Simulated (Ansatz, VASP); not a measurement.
## CoSi2: VASP beside Ansatz

```
Co Si
1.0
     0.00000    2.72276    2.72276
     2.72276    0.00000    2.72276
     2.72276    2.72276    0.00000
Co Si
1 2
Direct
  0.00402 0.99598 0.99598
  0.24578 0.25422 0.25422
  0.74578 0.75422 0.75422
```

Change from the starting cell: mode 4 frozen in at -0.022 Å, equal normal strain along x, y and z +0.0250.

Alike in both runs: task single point; functional PBEsol; k mesh 14 × 14 × 14; occupations gaussian, width 0.15 eV; no spin polarisation.

|  | VASP | Ansatz |
| --- | --- | --- |
| version | VASP 6.6.1 | Ansatz 0.2.0 |
| potentials or method | VASP PAW PBE potentials, release 64 (Co, Si), cutoff 520 eV | scalar-relativistic, plane waves, PAW |
| valence electrons in the cell | 17 | 25 |

Ansatz gave:

```
gap on the k mesh at the Fermi level (eV) : none
pressure (GPa)                            : -12.0
rms of the force components (eV/Å)        : 0.168
```

**Question.** Which values does VASP return?

**Answer.** gap on the k mesh at the Fermi level (eV): none; pressure (GPa): -12.0; rms of the force components (eV/Å): 0.170.

VASP's potentials were made for PBE, not for PBEsol, and Ansatz warns of the same on its side. Atom by atom the forces differ by 0.002 eV/Å (rms over components). A gap of «none» marks a metal or a gap that the smearing closes. The functional is the same, so the differences come from potentials, cutoffs and numerics. VASP's potentials hold 17 valence electrons a cell and Ansatz's 25, so a difference there can come from the potentials and not from the codes.
